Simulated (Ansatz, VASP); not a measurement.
## Si: VASP beside Ansatz

```
Si
1.0
     0.00000    2.72205    2.72205
     2.72205    0.00000    2.72205
     2.72205    2.72205    0.00000
Si
2
Direct
  0.50000 0.50000 0.50000
  0.75000 0.75000 0.75000
```

Alike in both runs: functional r2SCAN; k mesh 8 × 8 × 8; occupations gaussian, width 0.02 eV; no spin polarisation.

Ansatz relaxed the structure, and its values are those at the end. VASP's run is a single point on that final structure, the one shown.

|  | VASP | Ansatz |
| --- | --- | --- |
| version | VASP 6.6.1 | Ansatz 0.2.0 |
| potentials or method | VASP PAW PBE potentials, release 64 (Si), cutoff 520 eV | scalar-relativistic, plane waves, PAW |
| valence electrons in the cell | 8 | 8 |

|  | VASP | Ansatz | Ansatz less VASP |
| --- | --- | --- | --- |
| gap on the k mesh at the Fermi level (eV) | 0.83 | 0.81 | -0.014 |
| least direct gap on the mesh (eV) | 2.75 | 2.74 | -0.017 |
| pressure (GPa) | -0.2 | 0.0 | +0.22 |

VASP's potentials were made for PBE, not for r2SCAN.
